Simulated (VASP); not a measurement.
# ScCuC4N4 (P-43m) in VASP: notebook

ScCuC4N4 is run at these levels: PBE; tasks: single point.

All numbers are computed with VASP 6.6.1; they aren't measurements. Logs are shortened: lines on timing, memory, paths and dates and some standing lists are left out, and cuts for length are marked.

**1. The cell of the first run**

It takes space group P-43m (No. 215, cubic). Conventional cell: a = 6.153 Å, b = 6.153 Å, c = 6.153 Å, α = 90.00°, β = 90.00°, γ = 90.00°. Sc (site symmetry -43m) has 4 C at 2.22 Å within 2.9 Å. Within 2.6 Å of Cu (site symmetry -43m) lie 4 N at 1.94 Å. Within 1.6 Å of C (site symmetry 3m) lie 1 N at 1.17 Å. Within 1.6 Å of N (site symmetry 3m) lie 1 C at 1.17 Å.

**2. Single point, PBE**

File INCAR:

```
SYSTEM = ScCuC4N4
ALGO = Normal ; EDIFF = 1E-7
ENCUT = 520 ; GGA = PE
ISIF = 2 ; ISMEAR = 0
LASPH = .True. ; LCHARG = .True.
LELF = .True. ; LREAL = .False.
LVHAR = .True. ; LWAVE = .False.
NBANDS = 40 ; NELM = 80
PREC = Accurate ; SIGMA = 0.02
```

File KPOINTS:

```
k-points
0
Gamma
  6 6 6
  0 0 0
```

File POSCAR:

```
ScCuC4N4
1.0
    6.1525335882      0.0000000000      0.0000000000
    0.0000000000      6.1525335882      0.0000000000
    0.0000000000      0.0000000000      6.1525335882
Sc Cu C N
1 1 4 4
Direct
    0.0000000000      0.0000000000      0.0000000000
    0.5000000000      0.5000000000      0.5000000000
    0.2084184003      0.2084184003      0.2084184003
    0.2084184003      0.7915815997      0.7915815997
    0.7915815997      0.2084184003      0.7915815997
    0.7915815997      0.7915815997      0.2084184003
    0.3181168887      0.3181168887      0.3181168887
    0.3181168887      0.6818831113      0.6818831113
    0.6818831113      0.3181168887      0.6818831113
    0.6818831113      0.6818831113      0.3181168887
```

Potentials or basis: VASP PAW PBE potentials, release 64 (Sc_sv, Cu, C, N).

Launch:

```console
$ cat potpaw_PBE.64/Sc_sv/POTCAR potpaw_PBE.64/Cu/POTCAR potpaw_PBE.64/C/POTCAR potpaw_PBE.64/N/POTCAR > POTCAR
$ mpirun -np 1 vasp_std > vasp.out
```

OUTCAR:

```text
SYSTEM = ScCuC4N4
   EDIFF = 1E-7
   ENCUT = 520
   GGA = PE
   ISIF = 2
   ISMEAR = 0
   LASPH = .True.
   LREAL = .False.
   NELM = 80
   PREC = Accurate

 ion  position               nearest neighbor table
   1  0.000  0.000  0.000-   3 2.22   4 2.22   5 2.22   6 2.22
   2  0.500  0.500  0.500-   7 1.94   8 1.94   9 1.94  10 1.94
   3  0.208  0.208  0.208-   7 1.17   1 2.22
   4  0.208  0.792  0.792-   8 1.17   1 2.22
   5  0.792  0.208  0.792-   9 1.17   1 2.22
   6  0.792  0.792  0.208-  10 1.17   1 2.22
   7  0.318  0.318  0.318-   3 1.17   2 1.94
   8  0.318  0.682  0.682-   4 1.17   2 1.94
   9  0.682  0.318  0.682-   5 1.17   2 1.94
  10  0.682  0.682  0.318-   6 1.17   2 1.94

  LATTYP: Found a simple cubic cell.
 ALAT       =     6.1525335882

  Lattice vectors:

 A1 = (   6.1525335882,   0.0000000000,   0.0000000000)
 A2 = (   0.0000000000,   6.1525335882,   0.0000000000)
 A3 = (   0.0000000000,   0.0000000000,   6.1525335882)

Analysis of symmetry for initial positions (statically):
=====================================================================
 Subroutine PRICEL returns:
 Original cell was already a primitive cell.

 Routine SETGRP: Setting up the symmetry group for a
 simple cubic supercell.

 Subroutine GETGRP returns: Found 24 space group operations
 (whereof 24 operations were pure point group operations)
 out of a pool of 48 trial point group operations.

The static configuration has the point symmetry T_d .

Analysis of symmetry for dynamics (positions and initial velocities):
=====================================================================
 Subroutine PRICEL returns:
 Original cell was already a primitive cell.

 Routine SETGRP: Setting up the symmetry group for a
 simple cubic supercell.

 Subroutine GETGRP returns: Found 24 space group operations
 (whereof 24 operations were pure point group operations)
 out of a pool of 48 trial point group operations.

The dynamic configuration has the point symmetry T_d .

 Subroutine INISYM returns: Found 24 space group operations
 (whereof 24 operations are pure point group operations),
 and found     1 'primitive' translations

----------------------------------------------------------------------------------------

                                     Primitive cell

  volume of cell :     232.8960

  direct lattice vectors                    reciprocal lattice vectors
     6.152533588  0.000000000  0.000000000     0.162534667  0.000000000  0.000000000
     0.000000000  6.152533588  0.000000000     0.000000000  0.162534667  0.000000000
     0.000000000  0.000000000  6.152533588     0.000000000  0.000000000  0.162534667

  length of vectors
     6.152533588  6.152533588  6.152533588     0.162534667  0.162534667  0.162534667

  position of ions in fractional coordinates (direct lattice)
     0.000000000  0.000000000  0.000000000
     0.500000000  0.500000000  0.500000000
     0.208418400  0.208418400  0.208418400
     0.208418400  0.791581600  0.791581600
     0.791581600  0.208418400  0.791581600
     0.791581600  0.791581600  0.208418400
     0.318116889  0.318116889  0.318116889
     0.318116889  0.681883111  0.681883111
     0.681883111  0.318116889  0.681883111
     0.681883111  0.681883111  0.318116889

  ion indices of the primitive-cell ions
   primitive index   ion index
                 1           1
                 2           2
                 3           3
                 4           4
                 5           5
                 6           6
                 7           7
                 8           8
                 9           9
                10          10

----------------------------------------------------------------------------------------

 KPOINTS: k-points

Automatic generation of k-mesh.
 Grid dimensions read from file:
 generate k-points for:    6    6    6

 Generating k-lattice:

  Cartesian coordinates                     Fractional coordinates (reciprocal lattice)
     0.027089111  0.000000000  0.000000000     0.166666667  0.000000000  0.000000000
     0.000000000  0.027089111  0.000000000     0.000000000  0.166666667  0.000000000
     0.000000000  0.000000000  0.027089111     0.000000000  0.000000000  0.166666667

  Length of vectors
     0.027089111  0.027089111  0.027089111

  Shift w.r.t. Gamma in fractional coordinates (k-lattice)
     0.000000000  0.000000000  0.000000000

 Subroutine IBZKPT returns following result:
 ===========================================

 Found     20 irreducible k-points:

 Following reciprocal coordinates:
            Coordinates               Weight
  0.000000  0.000000  0.000000      1.000000
  0.166667  0.000000  0.000000      6.000000
  0.333333  0.000000  0.000000      6.000000
  0.500000  0.000000  0.000000      3.000000
  0.166667  0.166667  0.000000     12.000000
  0.333333  0.166667  0.000000     24.000000
[... 12 lines left out ...]
  0.500000  0.500000  0.333333      6.000000
  0.500000  0.500000  0.500000      1.000000
   k-points           NKPTS =     20   k-points in BZ     NKDIM =     20   number of bands    NBANDS=     40
   number of dos      NEDOS =    301   number of ions     NIONS =     10
   total plane-waves  NPLWV = 110592
   dimension x,y,z NGX =    48 NGY =   48 NGZ =   48
   dimension x,y,z NGXF=    96 NGYF=   96 NGZF=   96
   ions per type =               1   1   4   4
   NGX,Y,Z   is equivalent  to a cutoff of  12.97, 12.97, 12.97 a.u.
   NGXF,Y,Z  is equivalent  to a cutoff of  25.94, 25.94, 25.94 a.u.
 SYSTEM =  ScCuC4N4
   PREC   = accura    normal or accurate (medium, high low for compatibility)
   ISTART =      0    job   : 0-new  1-cont  2-samecut
   ICHARG =      2    charge: 1-file 2-atom 10-const
   ISPIN  =      1    spin polarized calculation?
   LNONCOLLINEAR =      F non collinear calculations
   LSORBIT =      F    spin-orbit coupling
   LASPH  =      T    aspherical Exc in radial PAW
   ENCUT  =  520.0 eV  38.22 Ry    6.18 a.u.  11.44 11.44 11.44*2*pi/ulx,y,z
   NELM   =     80;   NELMIN=  2; NELMDL= -5     # of ELM steps
   EDIFF  = 0.1E-06   stopping-criterion for ELM
   LREAL  =      F    real-space projection
   EDIFFG = 0.1E-05   stopping-criterion for IOM
   NSW    =      0    number of steps for IOM
   IBRION =     -1    ionic relax: 0-MD 1-quasi-New 2-CG
   NFREE  =      0    steps in history (QN), initial steepest desc. (CG)
   ISIF   =      2    stress and relaxation
   ISYM   =      2    0-nonsym 1-usesym 2-fastsym
   POTIM  = 0.5000    time-step for ionic-motion
   TEBEG  =    0.0;   TEEND  =   0.0 temperature during run
   PSTRESS=    0.0 pullay stress
   NELECT =      58.0000    total number of electrons
   NUPDOWN=      -1.0000    fix difference up-down
   EMIN   =  10.00;   EMAX   =-10.00  energy-range for DOS
   EFERMI =   0.00;   METHOD = LEGACY
   ISMEAR =     0;   SIGMA  =   0.02  broadening in eV -4-tet -1-fermi 0-gaus
   EFERMI_NEDOS =   21; number of points for ismear=-14 and -15
   IALGO  =     38    algorithm
   IMIX   =      4    mixing-type and parameters
     AMIX     =   0.40;   BMIX     =  1.00
     AMIX_MAG =   1.60;   BMIX_MAG =  1.00
  volume/ion in A,a.u.               =      23.29       157.17
  Fermi-wavevector in a.u.,A,eV,Ry     =   1.029983  1.946386 14.433952  1.060866
  Thomas-Fermi vector in A             =   2.164058
   LORBIT       =      0    0 simple, 1 ext, 2 COOP (PROOUT), +10 PAW based schemes
   GGA     = PE    functional components
   LHFCALC =     F    Hartree Fock is set to
   AEXX    =    0.0000 exact exchange contribution
   IVDW    =     0    specifies the selected vdW correction
   LEPSILON=     F    determine dielectric tensor
   LRPA    =     F    only Hartree local field effects (RPA)
 non-spin polarized calculation
 Gauss-broadening in eV      SIGMA  =   0.02
  energy-cutoff  :      520.00
  volume of cell :      232.90
 maximum number of plane-waves:      6311
 NGX is ok and might be reduce to    48
   NGX = 23   NGY = 23   NGZ = 23

 number of electron      57.9999957 magnetization

 Free energy of the ion-electron system (eV)
  ---------------------------------------------------
  ext. energy  EPLUGINS =         0.00000000
  ---------------------------------------------------
  free energy    TOTEN  =       -78.23501220 eV

  energy without entropy =      -78.23501220  energy(sigma->0) =      -78.23501220

 E-fermi :  -1.4692     XC(G=0):  -6.6803

 val. band max:       -1.6457481809   @ k =   0.5000   0.5000   0.0000
 cond. band min:       0.0090349730   @ k =   0.5000   0.0000   0.0000
 fundamental gap:      1.6547831539
 Fermi energy:        -1.4691879726

 k-point     1 :       0.0000    0.0000    0.0000
  band No.  band energies     occupation
      1     -51.4642      2.00000
      2     -30.0728      2.00000
      3     -30.0728      2.00000
      4     -30.0728      2.00000
      5     -18.9239      2.00000
      6     -18.8182      2.00000
[... 32 lines left out ...]
     39       3.8921      0.00000
     40       3.8959      0.00000

 k-point     2 :       0.1667    0.0000    0.0000
  band No.  band energies     occupation
      1     -51.4642      2.00000
      2     -30.0729      2.00000
      3     -30.0728      2.00000
      4     -30.0728      2.00000
      5     -18.9201      2.00000
      6     -18.8223      2.00000
[... 32 lines left out ...]
     39       3.9711      0.00000
     40       3.9767      0.00000

 k-point     3 :       0.3333    0.0000    0.0000
  band No.  band energies     occupation
      1     -51.4642      2.00000
      2     -30.0729      2.00000
      3     -30.0728      2.00000
      4     -30.0728      2.00000
      5     -18.9109      2.00000
      6     -18.8317      2.00000
[... 681 lines left out ...]
  band No.  band energies     occupation
      1     -51.4642      2.00000
      2     -30.0729      2.00000
      3     -30.0729      2.00000
      4     -30.0729      2.00000
      5     -18.8934      2.00000
      6     -18.8280      2.00000
[... 32 lines left out ...]
     39       3.9247      0.00000
     40       3.9247      0.00000

 k-point    20 :       0.5000    0.5000    0.5000
  band No.  band energies     occupation
      1     -51.4642      2.00000
      2     -30.0729      2.00000
      3     -30.0729      2.00000
      4     -30.0729      2.00000
      5     -18.8930      2.00000
      6     -18.8281      2.00000
[... 32 lines left out ...]
     39       3.8604      0.00000
     40       3.8604      0.00000

------------------------ aborting loop because EDIFF is reached ----------------------------------------

  FORCE on cell =-STRESS in cart. coord.  units (eV):
  Direction    XX          YY          ZZ          XY          YZ          ZX
  --------------------------------------------------------------------------------------
  -------------------------------------------------------------------------------------
  Total        0.6590811      0.6590811      0.6590811     -0.0000000     -0.0000000      0.0000000
  in kB        4.5340617      4.5340617      4.5340617     -0.0000000     -0.0000000      0.0000000
  external PRESSURE =       4.5340617 kB  Pullay stress =       0.0000000 kB

 VOLUME and BASIS-vectors are now :
 -----------------------------------------------------------------------------
  energy-cutoff  :      520.00
  volume of cell :      232.90
      direct lattice vectors                 reciprocal lattice vectors
     6.152533588  0.000000000  0.000000000     0.162534667  0.000000000  0.000000000
     0.000000000  6.152533588  0.000000000     0.000000000  0.162534667  0.000000000
     0.000000000  0.000000000  6.152533588     0.000000000  0.000000000  0.162534667

 POSITION                                       TOTAL-FORCE (eV/Angst)
 -----------------------------------------------------------------------------------
      0.00000      0.00000      0.00000        -0.000000      0.000000      0.000000
      3.07627      3.07627      3.07627        -0.000000      0.000000      0.000000
      1.28230      1.28230      1.28230        -0.206954     -0.206954     -0.206954
      1.28230      4.87023      4.87023        -0.206954      0.206954      0.206954
      4.87023      1.28230      4.87023         0.206954     -0.206954      0.206954
      4.87023      4.87023      1.28230         0.206954      0.206954     -0.206954
      1.95722      1.95722      1.95722         0.196973      0.196973      0.196973
      1.95722      4.19531      4.19531         0.196973     -0.196973     -0.196973
      4.19531      1.95722      4.19531        -0.196973      0.196973     -0.196973
      4.19531      4.19531      1.95722        -0.196973     -0.196973      0.196973
 -----------------------------------------------------------------------------------
    total drift:                               -0.000000     -0.000000     -0.000000

  FREE ENERGIE OF THE ION-ELECTRON SYSTEM (eV)
  ---------------------------------------------------
  free  energy   TOTEN  =       -78.2350121977 eV

  energy  without entropy=      -78.2350121977  energy(sigma->0) =      -78.23501220
```

Run time: 4.3 min. Hardware: 1 thread of Intel Xeon 6975P-C (Granite Rapids), shared host; peak memory 0.44 GiB.

Results:

```
Free energy            : -78.2350 eV
Pressure               : 0.5 GPa
Largest force          : 0.358 eV/Å
Band gap on the k mesh : 1.65 eV (least direct gap 1.67 eV)
```

Forces in eV/Å, atoms in the order of the input:
```
Sc   0.000  0.000  0.000
Cu   0.000  0.000  0.000
C   -0.207 -0.207 -0.207
C   -0.207  0.207  0.207
C    0.207 -0.207  0.207
C    0.207  0.207 -0.207
N    0.197  0.197  0.197
N    0.197 -0.197 -0.197
N   -0.197  0.197 -0.197
N   -0.197 -0.197  0.197
```

A k mesh can miss the band edges.

**3. Single point, PBE, collinear spin**

This run uses another cell than the first one, of 21.64 Å³/atom.

File INCAR:

```
SYSTEM = ScCuC4N4
ALGO = Normal ; EDIFF = 1E-7
ENCUT = 520 ; GGA = PE
ISIF = 2 ; ISMEAR = 0
ISPIN = 2 ; LASPH = .TRUE.
LCHARG = .TRUE. ; LELF = .TRUE.
LMAXMIX = 4 ; LORBIT = 11
LREAL = .FALSE. ; LVHAR = .TRUE.
LWAVE = .FALSE. ; MAGMOM = 0 1 0 0 0 0 0 0 0 0
NBANDS = 44 ; NELM = 150
PREC = Accurate ; SIGMA = 0.1
```

File KPOINTS:

```
k-points
0
G
  4 4 4
  0 0 0
```

File POSCAR:

```
ScCuC4N4
1.0
    6.0038654500      0.0000000000      0.0000000000
    0.0000000000      6.0038654500      0.0000000000
    0.0000000000      0.0000000000      6.0038654500
Sc Cu C N
1 1 4 4
Direct
    0.0000000000      0.0000000000      0.0000000000
    0.5000000000      0.5000000000      0.5000000000
    0.1944417700      0.1944417700      0.1944417700
    0.1944417700      0.8055582300      0.8055582300
    0.8055582300      0.1944417700      0.8055582300
    0.8055582300      0.8055582300      0.1944417700
    0.3069525900      0.3069525900      0.3069525900
    0.3069525900      0.6930474100      0.6930474100
    0.6930474100      0.3069525900      0.6930474100
    0.6930474100      0.6930474100      0.3069525900
```

Potentials or basis: VASP PAW PBE potentials, release 64 (Sc_sv, Cu, C, N).

Launch:

```console
$ cat potpaw_PBE.64/Sc_sv/POTCAR potpaw_PBE.64/Cu/POTCAR potpaw_PBE.64/C/POTCAR potpaw_PBE.64/N/POTCAR > POTCAR
$ mpirun -np 1 vasp_std > vasp.out
```

Run time: 5.5 min. Hardware: 1 thread of Intel Xeon 6975P-C (Granite Rapids), shared host; peak memory 0.5 GiB.

It converged, with:

* Free energy: -77.0415 eV
* Pressure: 5.5 GPa
* Largest force: 2.795 eV/Å
* Band gap on the k mesh: 1.98 eV
* Net moment: 0.00 μB per cell
* Valence electrons inside the program's atomic spheres: Sc 9.93; Cu 9.89; C 2.67; N 3.84

Forces on the atoms (eV/Å):
```
Sc   0.000  0.000  0.000
Cu   0.000  0.000  0.000
C    1.614  1.614  1.614
C    1.614 -1.614 -1.614
C   -1.614  1.614 -1.614
C   -1.614 -1.614  1.614
N    0.506  0.506  0.506
N    0.506 -0.506 -0.506
N   -0.506  0.506 -0.506
N   -0.506 -0.506  0.506
```

Levels at points of the mesh, in eV from the valence-band top:
Spin up:
| k point | band 26 | band 27 | band 28 | band 29 | band 30 | band 31 | band 32 | band 33 |
| --- | --- | --- | --- | --- | --- | --- | --- | --- |
| (0.00, 0.00, 0.00) | -0.71 | -0.04 | -0.04 | -0.04 | 2.05 | 2.05 | 2.46 | 2.46 |
| (0.50, 0.00, 0.00) | -0.57 | -0.09 | -0.03 | -0.03 | 1.98 | 2.04 | 2.66 | 2.80 |
| (0.50, 0.50, 0.00) | -0.57 | -0.10 | 0.00 | 0.00 | 1.98 | 2.04 | 2.82 | 2.82 |
| (0.50, 0.50, 0.50) | -0.68 | -0.01 | -0.01 | -0.01 | 2.06 | 2.06 | 2.72 | 2.72 |
Spin down:
```tsv
k point	band 25	band 26	band 27	band 28	band 29	band 30	band 31	band 32	band 33	band 34
(0.00, 0.00, 0.00)	-0.71	-0.71	-0.04	-0.04	-0.04	2.05	2.05	2.46	2.46	2.46
(0.50, 0.00, 0.00)	-0.67	-0.57	-0.09	-0.03	-0.03	1.98	2.04	2.66	2.80	2.80
(0.50, 0.50, 0.00)	-0.64	-0.57	-0.10	0.00	0.00	1.98	2.04	2.82	2.82	2.88
(0.50, 0.50, 0.50)	-0.68	-0.68	-0.01	-0.01	-0.01	2.06	2.06	2.72	2.72	2.72
```

Caveat: the cell stands under pressure; forces of over 1 eV/Å act on the atoms, so gaps and moduli don't describe the material at rest. A k mesh can miss the band edges.

(Part 1 of 2 ends here.)
